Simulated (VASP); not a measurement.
Cu:

```
Cu
1.0
     0.00000    1.80750    1.80750
     1.80750    0.00000    1.80750
     1.80750    1.80750    0.00000
Cu
1
Cartesian
  0.0108 0.0108 0.0108
```

- Program: VASP 6.6.1
- Task: relaxation of cell and atoms
- Functional: r2SCAN
- Potentials or basis: VASP PAW PBE potentials, release 64 (Cu)
- Cutoff: 600 eV
- k mesh: 26 × 26 × 26
- Occupations: gaussian, width 0.1 eV
- Spin: no spin polarisation

At the start: pressure -4.2 GPa; volume 11.81 Å³/atom.

Where does the relaxation end?

Over 4 steps the energy falls by 4.3 meV/atom and the volume is 11.48 Å³/atom (-2.8 %); space group Fm-3m (No. 225, to 0.1 Å) before and after.

The path:
```csv
step,energy change (eV),largest force (eV/Å),pressure (GPa),volume (Å³)
1,0.0000,0.0000,-4.23,11.81
2,-0.0024,0.0000,2.94,11.28
3,-0.0043,0.0000,-0.10,11.49
4,-0.0043,0.0000,0.03,11.48
```

Final structure:
```yaml
crystal:
  lattice:
    - [0.00000, 1.79066, 1.79066]
    - [1.79066, 0.00000, 1.79066]
    - [1.79066, 1.79066, 0.00000]
  atoms:
    - { symbol: Cu, position: [0.00300, 0.00300, 0.00300] }
```

Caveat: the PAW data sets were made with another functional, which shifts forces and pressure a little.
